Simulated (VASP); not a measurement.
**W3N: single point with PBEsol**

Crystal: W3N.

```
W N
1.0
     2.93593    0.00000    0.00000
    -1.46796    2.54259    0.00000
     0.00000    0.00000    7.28519
W N
3 1
Direct
  0.00000 0.00000 0.50000
  0.33333 0.66667 0.17393
  0.66667 0.33333 0.82607
  0.00000 0.00000 0.00000
```

This cell differs from its parent crystal: Ta replaced by W, lengths x 0.975, strained.

```json
{
  "Program": "VASP 6.6.1",
  "Task": "single point",
  "Functional": "PBEsol",
  "Potentials or basis": "VASP PAW PBE potentials, release 64 (W_sv, N_h)",
  "Cutoff": "910 eV",
  "k mesh": "9 × 9 × 4",
  "Occupations": "gaussian, width 0.1 eV",
  "Spin": "no spin polarisation"
}
```

```
Pressure      : -10.2 GPa
Largest force : 2.129 eV/Å
```

Forces on the atoms (eV/Å):
```
W    0.000  0.000  0.000
W    0.000  0.000  2.129
W    0.000  0.000 -2.129
N    0.000  0.000  0.000
```

Stress tensor (GPa, compression positive):
```
-12.61   0.00   0.00
  0.00 -12.61   0.00
  0.00   0.00  -5.26
```

Levels at points of the mesh, in eV from the Fermi level:
| k point | band 22 | band 23 | band 24 | band 25 | band 26 | band 27 |
| --- | --- | --- | --- | --- | --- | --- |
| (0.00, 0.00, 0.00) | -1.30 | -0.65 | -0.65 | 0.38 | 0.86 | 0.86 |
| (0.00, 0.00, 0.50) | -1.39 | -0.33 | -0.33 | 0.37 | 0.37 | 0.56 |

Wall time 110 s on 1 thread of Intel(R) Xeon(R) Platinum 8559C (Emerald Rapids), with other jobs on the host, peak memory 0.32 GiB.

Caveat: the cell differs from its parent crystal (Ta replaced by W, lengths x 0.975, strained); the cutoff is under 1.25 times the usual one of these potentials, so pressure, stress and relaxed cells hold a basis-set (Pulay) error; the PAW data sets were made with another functional, which shifts forces and pressure a little; spin-orbit coupling is left out, which moves the levels of the heavy elements.
